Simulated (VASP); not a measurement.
**RbLa2Cl2: single point with PBE**

Crystal: RbLa2Cl2.

```xyz
5
Lattice="7.0520 0.0000 0.0000 -3.5260 6.1072 0.0000 0.0000 0.0000 5.5754" Properties=species:S:1:pos:R:3 pbc="T T T"
Rb    0.0000    0.0000    2.7877
La    0.0000    4.0715    2.7877
La    3.5260    2.0357    2.7877
Cl    0.0000    4.0715    0.0000
Cl    3.5260    2.0357    0.0000
```

The cell was generated, and may not be a known phase.

```json
{
 "Program": "VASP 6.6.1",
 "Task": "single point",
 "Functional": "PBE",
 "Potentials or basis": "VASP PAW PBE potentials, release 64 (Rb_sv, La, Cl)",
 "Cutoff": "520 eV",
 "k mesh": "6 × 6 × 4",
 "Occupations": "gaussian, width 0.1 eV",
 "Spin": "no spin polarisation",
 "Dipole correction": "no",
 "Further INCAR settings": "ALGO = Normal; EDIFF = 1e-06; NBANDS = 30"
}
```

```yaml
Pressure: 0.1 GPa
Band_gap_on_the_k_mesh: zero (an odd number of electrons rules out a gap without spin polarisation)
```

Stress tensor (GPa, compression positive):
```
 0.21  0.00  0.00
 0.00  0.21  0.00
 0.00  0.00 -0.13
```

Levels at points of the mesh, in eV from the Fermi level:
| k point | band 21 | band 22 | band 23 | band 24 | band 25 | band 26 |
| --- | --- | --- | --- | --- | --- | --- |
| (0.00, 0.00, 0.00) | -2.03 | 0.24 | 0.24 | 0.48 | 0.48 | 0.50 |
| (0.50, 0.00, 0.00) | -0.76 | -0.69 | -0.27 | 0.02 | 0.05 | 0.29 |
| (0.00, 0.00, 0.50) | -1.74 | 0.43 | 0.54 | 0.54 | 0.61 | 0.61 |
| (0.50, 0.00, 0.50) | -0.60 | -0.55 | -0.06 | 0.11 | 0.58 | 0.60 |

Run time: 2.3 min on 1 thread of AMD EPYC 9R45 96-Core Processor (Zen 5), with other jobs on the host, peak memory 0.41 GiB.

Caveat: spin-orbit coupling is left out, which moves the levels of the heavy elements; an odd number of electrons without spin polarisation forces a metal; a magnetic or distorted state may lie lower.
